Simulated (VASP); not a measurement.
# BaZrO3 (Pm-3m) in VASP: a series of runs

BaZrO3 is run at these levels: PBE, r2SCAN; tasks: single point.

Program: VASP 6.6.1. These are calculated values, not measurements. Logs are shortened: lines on timing, memory, paths and dates and some standing lists are left out, and cuts for length are marked.

### 1 The cell of the first run

Symmetry: Pm-3m, No. 221, cubic system. The conventional cell has a = 4.269 Å, b = 4.269 Å, c = 4.269 Å, α = 90.00°, β = 90.00°, γ = 90.00°. Ba (site symmetry m-3m) has 12 O at 3.02 Å and 8 Zr at 3.70 Å within 4.0 Å. Within 2.8 Å of Zr (site symmetry m-3m) lie 6 O at 2.13 Å. Within 2.8 Å of O (site symmetry 4/mmm) lie 2 Zr at 2.13 Å.

### 2 Single point, PBE (volume changed by +3%)

Input file INCAR:

```
ALGO = Normal
EDIFF = 1E-7
ENCUT = 520
GGA = PE
ISIF = 2
ISMEAR = 0
LASPH = T
LCHARG = T
LELF = T
LREAL = F
LVHAR = T
LWAVE = F
NBANDS = 28
NELM = 60
PREC = Accurate
SIGMA = 0.01
```

Input file KPOINTS:

```
k-points
0
Gamma
  6 6 6
```

Input file POSCAR:

```
BaZrO3
1.0
    4.2691148378      0.0000000000      0.0000000000
    0.0000000000      4.2691148378      0.0000000000
    0.0000000000      0.0000000000      4.2691148378
Ba Zr O
1 1 3
Direct
    0.0000000000      0.0000000000      0.0000000000
    0.5000000000      0.5000000000      0.5000000000
    0.5000000000      0.5000000000      0.0000000000
    0.5000000000      0.0000000000      0.5000000000
    0.0000000000      0.5000000000      0.5000000000
```

Potentials or basis: VASP PAW PBE potentials, release 64 (Ba_sv, Zr_sv, O).

Command:

```bash
> cat potpaw_PBE.64/Ba_sv/POTCAR potpaw_PBE.64/Zr_sv/POTCAR potpaw_PBE.64/O/POTCAR > POTCAR
> mpirun -np 1 vasp_std > vasp.out
```

OUTCAR:

```text
EDIFF = 1E-7
   ENCUT = 520
   GGA = PE
   ISIF = 2
   ISMEAR = 0
   LASPH = T
   LREAL = F
   NELM = 60
   PREC = Accurate

 ion  position               nearest neighbor table
   1  0.000  0.000  0.000-   3 3.02   4 3.02   5 3.02   4 3.02   5 3.02   3 3.02   5 3.02   5 3.02
                             3 3.02   4 3.02   4 3.02   3 3.02   2 3.70   2 3.70   2 3.70   2 3.70
   2  0.500  0.500  0.500-   3 2.13   4 2.13   5 2.13   3 2.13   4 2.13   5 2.13   1 3.70   1 3.70
                             1 3.70   1 3.70   1 3.70   1 3.70   1 3.70   1 3.70
   3  0.500  0.500  0.000-   2 2.13   2 2.13   1 3.02   1 3.02   1 3.02   1 3.02
   4  0.500  0.000  0.500-   2 2.13   2 2.13   1 3.02   1 3.02   1 3.02   1 3.02
   5  0.000  0.500  0.500-   2 2.13   2 2.13   1 3.02   1 3.02   1 3.02   1 3.02

  LATTYP: Found a simple cubic cell.
 ALAT       =     4.2691148378

  Lattice vectors:

 A1 = (   4.2691148378,   0.0000000000,   0.0000000000)
 A2 = (   0.0000000000,   4.2691148378,   0.0000000000)
 A3 = (   0.0000000000,   0.0000000000,   4.2691148378)

Analysis of symmetry for initial positions (statically):
=====================================================================
 Subroutine PRICEL returns:
 Original cell was already a primitive cell.

 Routine SETGRP: Setting up the symmetry group for a
 simple cubic supercell.

 Subroutine GETGRP returns: Found 48 space group operations
 (whereof 48 operations were pure point group operations)
 out of a pool of 48 trial point group operations.

The static configuration has the point symmetry O_h .

Analysis of symmetry for dynamics (positions and initial velocities):
=====================================================================
 Subroutine PRICEL returns:
 Original cell was already a primitive cell.

 Routine SETGRP: Setting up the symmetry group for a
 simple cubic supercell.

 Subroutine GETGRP returns: Found 48 space group operations
 (whereof 48 operations were pure point group operations)
 out of a pool of 48 trial point group operations.

The dynamic configuration has the point symmetry O_h .

 Subroutine INISYM returns: Found 48 space group operations
 (whereof 48 operations are pure point group operations),
 and found     1 'primitive' translations

----------------------------------------------------------------------------------------

                                     Primitive cell

  volume of cell :      77.8061

  direct lattice vectors                    reciprocal lattice vectors
     4.269114838  0.000000000  0.000000000     0.234240595  0.000000000  0.000000000
     0.000000000  4.269114838  0.000000000     0.000000000  0.234240595  0.000000000
     0.000000000  0.000000000  4.269114838     0.000000000  0.000000000  0.234240595

  length of vectors
     4.269114838  4.269114838  4.269114838     0.234240595  0.234240595  0.234240595

  position of ions in fractional coordinates (direct lattice)
     0.000000000  0.000000000  0.000000000
     0.500000000  0.500000000  0.500000000
     0.500000000  0.500000000  0.000000000
     0.500000000  0.000000000  0.500000000
     0.000000000  0.500000000  0.500000000

  ion indices of the primitive-cell ions
   primitive index   ion index
                 1           1
                 2           2
                 3           3
                 4           4
                 5           5

----------------------------------------------------------------------------------------

 KPOINTS: k-points

Automatic generation of k-mesh.
 Grid dimensions read from file:
 generate k-points for:    6    6    6

 Generating k-lattice:

  Cartesian coordinates                     Fractional coordinates (reciprocal lattice)
     0.039040099  0.000000000  0.000000000     0.166666667  0.000000000  0.000000000
     0.000000000  0.039040099  0.000000000     0.000000000  0.166666667  0.000000000
     0.000000000  0.000000000  0.039040099     0.000000000  0.000000000  0.166666667

  Length of vectors
     0.039040099  0.039040099  0.039040099

[... 47 lines left out ...]
  free energy    TOTEN  =       -41.70816733 eV

  energy without entropy =      -41.70816733  energy(sigma->0) =      -41.70816733

 E-fermi :   3.4630     XC(G=0): -10.4951

 val. band max:        3.4045938978   @ k =   0.5000   0.5000   0.5000
 cond. band min:       6.4689046624   @ k =   0.0000   0.0000   0.0000
 fundamental gap:      3.0643107646
 Fermi energy:         3.4630160687

 k-point     1 :       0.0000    0.0000    0.0000
  band No.  band energies     occupation
      1     -43.9586      2.00000
      2     -22.0856      2.00000
      3     -22.0491      2.00000
      4     -22.0491      2.00000
      5     -22.0491      2.00000
      6     -12.8682      2.00000
[... 20 lines left out ...]
     27      10.2829      0.00000
     28      10.2829      0.00000

 k-point     2 :       0.1667    0.0000    0.0000
  band No.  band energies     occupation
      1     -43.9580      2.00000
      2     -22.1790      2.00000
      3     -22.0478      2.00000
      4     -22.0478      2.00000
      5     -21.9926      2.00000
      6     -12.8614      2.00000
[... 20 lines left out ...]
     27      10.2829      0.00000
     28      11.0626      0.00000

 k-point     3 :       0.3333    0.0000    0.0000
  band No.  band energies     occupation
      1     -43.9568      2.00000
      2     -22.2934      2.00000
      3     -22.0452      2.00000
      4     -22.0452      2.00000
      5     -21.9494      2.00000
      6     -12.9332      2.00000
[... 20 lines left out ...]
     27      10.6813      0.00000
     28      10.7589      0.00000

 k-point     4 :       0.5000    0.0000    0.0000
  band No.  band energies     occupation
      1     -43.9562      2.00000
      2     -22.3434      2.00000
      3     -22.0440      2.00000
      4     -22.0440      2.00000
      5     -21.9335      2.00000
      6     -12.9787      2.00000
[... 454 lines left out ...]
     27      11.3412      0.00000
     28      11.9929      0.00000

 k-point    19 :       0.5000    0.5000    0.3333
  band No.  band energies     occupation
      1     -43.9520      2.00000
      2     -22.2284      2.00000
      3     -22.2284      2.00000
      4     -22.1813      2.00000
      5     -21.9945      2.00000
      6     -12.0409      2.00000
[... 20 lines left out ...]
     27      11.5891      0.00000
     28      12.2993      0.00000

 k-point    20 :       0.5000    0.5000    0.5000
  band No.  band energies     occupation
      1     -43.9515      2.00000
      2     -22.2267      2.00000
      3     -22.2267      2.00000
      4     -22.2267      2.00000
      5     -21.9875      2.00000
      6     -11.8088      2.00000
[... 20 lines left out ...]
     27      12.1898      0.00000
     28      12.1898      0.00000

------------------------ aborting loop because EDIFF is reached ----------------------------------------

  FORCE on cell =-STRESS in cart. coord.  units (eV):
  Direction    XX          YY          ZZ          XY          YZ          ZX
  --------------------------------------------------------------------------------------
  -------------------------------------------------------------------------------------
  Total       -1.6117472     -1.6117472     -1.6117472     -0.0000000     -0.0000000      0.0000000
  in kB      -33.1889860    -33.1889860    -33.1889860     -0.0000000     -0.0000000      0.0000000
  external PRESSURE =     -33.1889860 kB  Pullay stress =       0.0000000 kB

 VOLUME and BASIS-vectors are now :
 -----------------------------------------------------------------------------
  energy-cutoff  :      520.00
  volume of cell :       77.81
      direct lattice vectors                 reciprocal lattice vectors
     4.269114838  0.000000000  0.000000000     0.234240595  0.000000000  0.000000000
     0.000000000  4.269114838  0.000000000     0.000000000  0.234240595  0.000000000
     0.000000000  0.000000000  4.269114838     0.000000000  0.000000000  0.234240595

 POSITION                                       TOTAL-FORCE (eV/Angst)
 -----------------------------------------------------------------------------------
      0.00000      0.00000      0.00000         0.000000      0.000000      0.000000
      2.13456      2.13456      2.13456         0.000000      0.000000      0.000000
      2.13456      2.13456      0.00000         0.000000      0.000000      0.000000
      2.13456      0.00000      2.13456         0.000000      0.000000      0.000000
      0.00000      2.13456      2.13456         0.000000      0.000000      0.000000
 -----------------------------------------------------------------------------------
    total drift:                                0.000000     -0.000000     -0.000000

  FREE ENERGIE OF THE ION-ELECTRON SYSTEM (eV)
  ---------------------------------------------------
  free  energy   TOTEN  =       -41.7081673304 eV

  energy  without entropy=      -41.7081673304  energy(sigma->0) =      -41.70816733
```

It took 21 s on 1 thread of Intel Xeon 6975P-C (Granite Rapids), shared host; peak memory 0.2 GiB.

Results:

* Free energy: -41.7082 eV
* Pressure: -3.3 GPa
* Band gap on the k mesh: 3.06 eV, indirect (least direct gap 3.34 eV)

Caveat: the cell differs from its parent crystal (volume changed by +3%); spin-orbit coupling is left out, which moves the levels of the heavy elements.

### 3 Single point, PBE (volume changed by +6%)

Input file INCAR:

```
SYSTEM = BaZrO3
PREC = Accurate ; ENCUT = 520
EDIFF = 1E-6 ; ISMEAR = 0
SIGMA = 0.01 ; LREAL = .False.
LASPH = .True. ; NELM = 60
ALGO = Normal ; ISIF = 2
LWAVE = .False. ; LCHARG = .True.
GGA = PE ; LELF = .True.
LVHAR = .True. ; NBANDS = 28
```

Input file KPOINTS:

```
Automatic mesh
0
Gamma
  6 6 6
  0 0 0
```

POSCAR: that of step 2 with these lines changed.

```diff
@@ -2,5 +2,5 @@
 1.0
-    4.2691148378      0.0000000000      0.0000000000
-    0.0000000000      4.2691148378      0.0000000000
-    0.0000000000      0.0000000000      4.2691148378
+    4.3101665372      0.0000000000      0.0000000000
+    0.0000000000      4.3101665372      0.0000000000
+    0.0000000000      0.0000000000      4.3101665372
 Ba Zr O
```

Potentials or basis: VASP PAW PBE potentials, release 64 (Ba_sv, Zr_sv, O).

Command:

```bash
> cat potpaw_PBE.64/Ba_sv/POTCAR potpaw_PBE.64/Zr_sv/POTCAR potpaw_PBE.64/O/POTCAR > POTCAR
> mpirun -np 1 vasp_std > vasp.out
```

Run time: 21 s. Hardware: 1 thread of Intel Xeon 6975P-C (Granite Rapids), shared host; peak memory 0.19 GiB.

Results (log left out):

| Property | Result |
| --- | --- |
| Free energy | -41.6371 eV |
| Pressure | -6.9 GPa |
| Band gap on the k mesh | 3.00 eV, indirect (least direct gap 3.29 eV) |

Levels at points of the mesh, in eV from the valence-band top:
| k point | band 17 | band 18 | band 19 | band 20 | band 21 | band 22 | band 23 | band 24 |
| --- | --- | --- | --- | --- | --- | --- | --- | --- |
| (0.00, 0.00, 0.00) | -0.87 | -0.30 | -0.30 | -0.30 | 3.00 | 3.00 | 3.00 | 4.54 |
| (0.50, 0.00, 0.00) | -1.61 | -1.47 | -0.55 | -0.55 | 3.36 | 5.17 | 5.17 | 6.12 |
| (0.50, 0.50, 0.00) | -0.97 | -0.92 | -0.92 | -0.07 | 5.15 | 5.15 | 5.95 | 5.98 |
| (0.50, 0.50, 0.50) | -2.47 | 0.00 | 0.00 | 0.00 | 5.66 | 5.66 | 5.66 | 6.29 |

Caveat: the cell differs from its parent crystal (volume changed by +6%); spin-orbit coupling is left out, which moves the levels of the heavy elements. A k mesh can miss the band edges.

### 4 Single point, r2SCAN (volume changed by -6%)

POSCAR: that of step 3 with these lines changed.

```diff
@@ -2,5 +2,5 @@
 1.0
-    4.3101665372      0.0000000000      0.0000000000
-    0.0000000000      4.3101665372      0.0000000000
-    0.0000000000      0.0000000000      4.3101665372
+    4.1195075099      0.0000000000      0.0000000000
+    0.0000000000      4.1195075099      0.0000000000
+    0.0000000000      0.0000000000      4.1195075099
 Ba Zr O
```

Input file INCAR.step1:

```
PREC = Accurate
ENCUT = 520
ISMEAR = 0
SIGMA = 0.01
LREAL = F
LASPH = T
NELM = 80
NBANDS = 28
GGA = PE
ALGO = Normal
EDIFF = 1E-4
LWAVE = T
LCHARG = F
```

Input file INCAR.step2:

```
PREC = Accurate
ENCUT = 520
EDIFF = 1E-6
ISMEAR = 0
SIGMA = 0.01
LREAL = F
LASPH = T
NELM = 80
ALGO = Normal
ISIF = 2
LWAVE = F
LCHARG = F
METAGGA = R2SCAN
LMIXTAU = T
NBANDS = 28
ISTART = 1
```

Input file KPOINTS:

```
regular mesh
0
Gamma
  6 6 6
```

Command:

```bash
> cat potpaw_PBE.64/Ba_sv/POTCAR potpaw_PBE.64/Zr_sv/POTCAR potpaw_PBE.64/O/POTCAR > POTCAR
> cp INCAR.step1 INCAR
> mpirun -np 1 vasp_std > vasp.out
> cp INCAR.step2 INCAR
> mpirun -np 1 vasp_std > vasp.out
```

Run time: 53 s. Hardware: 1 thread of Intel Xeon 6975P-C (Granite Rapids), shared host; peak memory 0.21 GiB.

The run converged. Its results:

```yaml
Free_energy: -84.9168 eV
Pressure: 12.9 GPa
Band_gap_on_the_k_mesh: 3.83 eV, indirect (least direct gap 4.00 eV)
```

Levels at points of the mesh, in eV from the valence-band top:
```
           k point  band 18  band 19  band 20  band 21  band 22  band 23
(0.00, 0.00, 0.00)    -0.18    -0.18    -0.18     3.83     3.83     3.83
(0.50, 0.00, 0.00)    -1.80    -0.39    -0.39     4.32     6.59     6.59
(0.50, 0.50, 0.00)    -0.93    -0.68    -0.08     6.55     6.55     7.30
(0.50, 0.50, 0.50)     0.00     0.00     0.00     6.84     6.84     6.84
```

Caveat: the cell differs from its parent crystal (volume changed by -6%); the PAW data sets were made with another functional, which shifts forces and pressure a little; spin-orbit coupling is left out, which moves the levels of the heavy elements. A k mesh can miss the band edges.

### 5 Single point, r2SCAN (volume changed by -3%)

POSCAR: that of step 4 with these lines changed.

```diff
@@ -2,5 +2,5 @@
 1.0
-    4.1195075099      0.0000000000      0.0000000000
-    0.0000000000      4.1195075099      0.0000000000
-    0.0000000000      0.0000000000      4.1195075099
+    4.1628739337      0.0000000000      0.0000000000
+    0.0000000000      4.1628739337      0.0000000000
+    0.0000000000      0.0000000000      4.1628739337
 Ba Zr O
```

Input file INCAR.step1:

```
PREC = Accurate
ENCUT = 520
ISMEAR = 0
SIGMA = 0.01
LREAL = False
LASPH = True
NELM = 100
NBANDS = 28
GGA = PE
ALGO = Normal
EDIFF = 1E-4
LWAVE = True
LCHARG = False
```

Input file INCAR.step2:

```
PREC = Accurate
ENCUT = 520
EDIFF = 1E-6
ISMEAR = 0
SIGMA = 0.01
LREAL = False
LASPH = True
NELM = 100
ALGO = Normal
ISIF = 2
LWAVE = False
LCHARG = True
METAGGA = R2SCAN
LMIXTAU = True
LELF = True
LVHAR = True
NBANDS = 28
ISTART = 1
```

KPOINTS is that of step 4.

Command:

```bash
> cat potpaw_PBE.64/Ba_sv/POTCAR potpaw_PBE.64/Zr_sv/POTCAR potpaw_PBE.64/O/POTCAR > POTCAR
> cp INCAR.step1 INCAR
> mpirun -np 1 vasp_std > vasp.out
> cp INCAR.step2 INCAR
> mpirun -np 1 vasp_std > vasp.out
```

Run time: 54 s. Hardware: 1 thread of Intel Xeon 6975P-C (Granite Rapids), shared host; peak memory 0.21 GiB.

Results (log left out):

| Quantity | Value |
| --- | --- |
| Free energy | -85.0525 eV |
| Pressure | 6.4 GPa |
| Band gap on the k mesh | 3.75 eV, indirect (least direct gap 3.97 eV) |

Levels at points of the mesh, in eV from the valence-band top:
| k point | band 16 | band 17 | band 18 | band 19 | band 20 | band 21 | band 22 | band 23 | band 24 | band 25 |
| --- | --- | --- | --- | --- | --- | --- | --- | --- | --- | --- |
| (0.00, 0.00, 0.00) | -1.04 | -1.04 | -0.22 | -0.22 | -0.22 | 3.75 | 3.75 | 3.75 | 5.20 | 5.20 |
| (0.50, 0.00, 0.00) | -1.76 | -1.76 | -1.74 | -0.45 | -0.45 | 4.21 | 6.37 | 6.37 | 7.05 | 7.41 |
| (0.50, 0.50, 0.00) | -2.45 | -0.94 | -0.94 | -0.77 | -0.08 | 6.34 | 6.34 | 7.12 | 7.27 | 8.45 |
| (0.50, 0.50, 0.50) | -2.57 | -2.57 | 0.00 | 0.00 | 0.00 | 6.71 | 6.71 | 6.71 | 7.74 | 7.74 |

Caveat: the cell differs from its parent crystal (volume changed by -3%); the PAW data sets were made with another functional, which shifts forces and pressure a little; spin-orbit coupling is left out, which moves the levels of the heavy elements. A k mesh can miss the band edges.

### 6 Single point, r2SCAN

This run uses another cell than the first one, of 14.87 Å³/atom, 0.956 times its volume.

POSCAR: that of step 5 with these lines changed.

```diff
@@ -2,5 +2,5 @@
 1.0
-    4.1628739337      0.0000000000      0.0000000000
-    0.0000000000      4.1628739337      0.0000000000
-    0.0000000000      0.0000000000      4.1628739337
+    4.2053551733      0.0000000000      0.0000000000
+    0.0000000000      4.2053551733      0.0000000000
+    0.0000000000      0.0000000000      4.2053551733
 Ba Zr O
```

Input file INCAR.step1:

```
SYSTEM = BaZrO3
PREC = Accurate
ENCUT = 520
ISMEAR = 0
SIGMA = 0.01
LREAL = .FALSE.
LASPH = .TRUE.
NELM = 80
NBANDS = 28
GGA = PE
ALGO = Normal
EDIFF = 1E-4
LWAVE = .TRUE.
LCHARG = .FALSE.
```

Input file INCAR.step2:

```
SYSTEM = BaZrO3
PREC = Accurate
ENCUT = 520
EDIFF = 1E-6
ISMEAR = 0
SIGMA = 0.01
LREAL = .FALSE.
LASPH = .TRUE.
NELM = 80
ALGO = Normal
ISIF = 2
LWAVE = .FALSE.
LCHARG = .TRUE.
METAGGA = R2SCAN
LMIXTAU = .TRUE.
LELF = .TRUE.
LVHAR = .TRUE.
NBANDS = 28
ISTART = 1
```

Input file KPOINTS:

```
regular mesh
0
G
  6 6 6
  0 0 0
```

Potentials or basis: VASP PAW PBE potentials, release 64 (Ba_sv, Zr_sv, O).

Command:

```bash
> cat potpaw_PBE.64/Ba_sv/POTCAR potpaw_PBE.64/Zr_sv/POTCAR potpaw_PBE.64/O/POTCAR > POTCAR
> cp INCAR.step1 INCAR
> mpirun -np 1 vasp_std > vasp.out
> cp INCAR.step2 INCAR
> mpirun -np 1 vasp_std > vasp.out
```

Wall time 57 s (1 thread of Intel Xeon 6975P-C (Granite Rapids), shared host); peak memory 0.21 GiB.

It converged, with:

```
Free energy            : -85.1057 eV
Pressure               : 1.0 GPa
Band gap on the k mesh : 3.68 eV, indirect (least direct gap 3.93 eV)
```

Levels at points of the mesh, in eV from the valence-band top:
| k point | band 18 | band 19 | band 20 | band 21 | band 22 | band 23 |
| --- | --- | --- | --- | --- | --- | --- |
| (0.00, 0.00, 0.00) | -0.25 | -0.25 | -0.25 | 3.68 | 3.68 | 3.68 |
| (0.50, 0.00, 0.00) | -1.66 | -0.50 | -0.50 | 4.11 | 6.16 | 6.16 |
| (0.50, 0.50, 0.00) | -0.94 | -0.85 | -0.07 | 6.13 | 6.13 | 6.93 |
| (0.50, 0.50, 0.50) | 0.00 | 0.00 | 0.00 | 6.58 | 6.58 | 6.58 |

Caveat: the PAW data sets were made with another functional, which shifts forces and pressure a little; spin-orbit coupling is left out, which moves the levels of the heavy elements. r2SCAN opens gaps a little over a GGA but as a rule still falls short of measured ones.

### 7 Overview

| level | cell | gap on the mesh (eV) | pressure (GPa) |
| --- | --- | --- | --- |
| PBE | a = 4.269 Å, 5 atoms | 3.06 | -3.3 |
| PBE | a = 4.310 Å, 5 atoms | 3.00 | -6.9 |
| r2SCAN | a = 4.120 Å, 5 atoms | 3.83 | 12.9 |
| r2SCAN | a = 4.163 Å, 5 atoms | 3.75 | 6.4 |
| r2SCAN | a = 4.205 Å, 5 atoms | 3.68 | 1.0 |

Alike in all rows: task single point; potentials or basis VASP PAW PBE potentials, release 64 (Ba_sv, Zr_sv, O); no spin polarisation; k mesh 6 × 6 × 6; cutoff (eV) 520; smearing gaussian 0.01 eV.

Caveats: spin-orbit coupling is left out, which moves the levels of the heavy elements; the PAW data sets were made with another functional, which shifts forces and pressure a little (some runs).

Total energies depend on the potentials used, so only differences within one code and one set of settings carry meaning.
